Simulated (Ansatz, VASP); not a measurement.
# One calculation of CuO, two programs

INCAR

```
PREC = Accurate
ENCUT = 520
EDIFF = 1E-6
ISMEAR = -1
SIGMA = 0.05
LREAL = False
LASPH = True
NELM = 80
ALGO = Normal
ISIF = 2
LWAVE = False
LCHARG = False
NBANDS = 25
```

The input KPOINTS:

```
regular mesh
0
Gamma
  10 10 5
```

Contents of POSCAR:

```
CuO
1.0
    0.1870412921     -2.1429295228     -2.0155306596
   -1.9924266127      0.1048586121     -1.9333479797
    2.3509910112      2.2549458814     -4.3301189699
Cu O
2 2
Direct
    0.4562322400      0.5306856300      0.4854117400
    0.9742842800      0.9858673900      0.0243612000
    0.8016626700      0.7447211200      0.7392802400
    0.2678208100      0.2387258700      0.2509468100
```

Contents of input.yaml:

```yaml
crystal:
  lattice:
    - [0.1870412921, -2.1429295228, -2.0155306596]
    - [-1.9924266127, 0.1048586121, -1.9333479797]
    - [2.3509910112, 2.2549458814, -4.3301189699]
  atoms:
    - { symbol: Cu, position: [0.45623224, 0.53068563, 0.48541174] }
    - { symbol: Cu, position: [0.97428428, 0.98586739, 0.0243612] }
    - { symbol: O, position: [0.80166267, 0.74472112, 0.73928024] }
    - { symbol: O, position: [0.26782081, 0.23872587, 0.25094681] }
hamiltonian:
  xc: lda
  pseudopotentials: { kind: paw }
kpoints:
  mp_grid: { grid: [10, 10, 5] }
scf:
  occupations: { method: fermi_dirac, width: 0.05 }
output:
  forces: true
  stress: true
  eigenvalues: true
  write_density: true
  write_potential: true
  elf: true
  volumetric_format: npy
```

Alike in both runs: task single point; functional LDA; k mesh 10 × 10 × 5; occupations fermi-dirac, width 0.05 eV; no spin polarisation.

```csv
,VASP,Ansatz
version,VASP 6.6.1,Ansatz 0.2.0
potentials or method,"VASP PAW LDA potentials, release 64 (Cu, O)",Ansatz PAW
plane-wave cutoff (eV),520,420
valence electrons in the cell,34,50
```

|  | VASP | Ansatz | Ansatz less VASP |
| --- | --- | --- | --- |
| gap on the k mesh at the Fermi level (eV) | none | none | - |
| pressure (GPa) | -12.4 | -12.9 | -0.52 |
| traceless stress, the component that is largest in VASP (GPa) | 8.38 | 8.37 | -0.005 |
| rms of the force components (eV/Å) | 0.713 | 0.698 | -0.0151 |

LDA's correlation is that of Perdew and Zunger in VASP and of Perdew and Wang (1992) in Ansatz. Atom by atom the forces differ by 0.019 eV/Å (rms over components). A gap of «none» marks a metal or a gap that the smearing closes. VASP's potentials hold 34 valence electrons a cell and Ansatz's 50, so a difference there can come from the potentials and not from the codes.

Noted on Ansatz's run: Pulay correction over one GPa.
